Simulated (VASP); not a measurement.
Wanted: the native input for a VASP 6.6.1 run.

```yaml
Task: single point
Functional: LDA
Potentials_or_basis: VASP PAW LDA potentials, release 64 (Al, Ga_d, N)
Cutoff: 520 eV
k_mesh: 8 × 8 × 6
Occupations: gaussian, width 0.02 eV
Spin: no spin polarisation
Dipole_correction: no
Further_INCAR_settings: ALGO = Normal; EDIFF = 1e-06; NBANDS = 21
```

The structure of AlGaN2 lies in POSCAR:

```
AlGaN2
1.0
    3.0841925094      0.0000000000      0.0000000000
    0.0000000000      3.0841925094      0.0000000000
    0.0000000000      0.0000000000      4.3389836062
Al Ga N
1 1 2
Direct
    0.5000000000      0.5000000000      0.5000000000
    0.0000000000      0.0000000000      0.0000000000
    0.5000000000      0.0000000000      0.7399957396
    0.0000000000      0.5000000000      0.2600042604
```

This cell differs from its parent crystal: volume scaled by 0.97, then relaxed in part.

The input as run:

INCAR

```
SYSTEM = AlGaN2
PREC = Accurate
ENCUT = 520
EDIFF = 1E-6
ISMEAR = 0
SIGMA = 0.02
LREAL = .FALSE.
LASPH = .TRUE.
NELM = 80
ALGO = Normal
ISIF = 2
LWAVE = .FALSE.
LCHARG = .FALSE.
NBANDS = 21
```

KPOINTS

```
Automatic mesh
0
G
  8 8 6
  0 0 0
```

Potentials or basis: VASP PAW LDA potentials, release 64 (Al, Ga_d, N).

Command:

```sh
$ cat potpaw_LDA.64/Al/POTCAR potpaw_LDA.64/Ga_d/POTCAR potpaw_LDA.64/N/POTCAR > POTCAR
$ mpirun -np 1 vasp_std > vasp.out
```

It gave:

```yaml
Pressure: 7.7 GPa
Largest_force: 0.037 eV/Å
Band_gap_on_the_k_mesh: 3.25 eV, indirect (least direct gap 3.30 eV)
```

Run time: 19 s on 1 thread of AMD EPYC 9R45 96-Core Processor (Zen 5), on a shared host, peak memory 0.14 GiB.
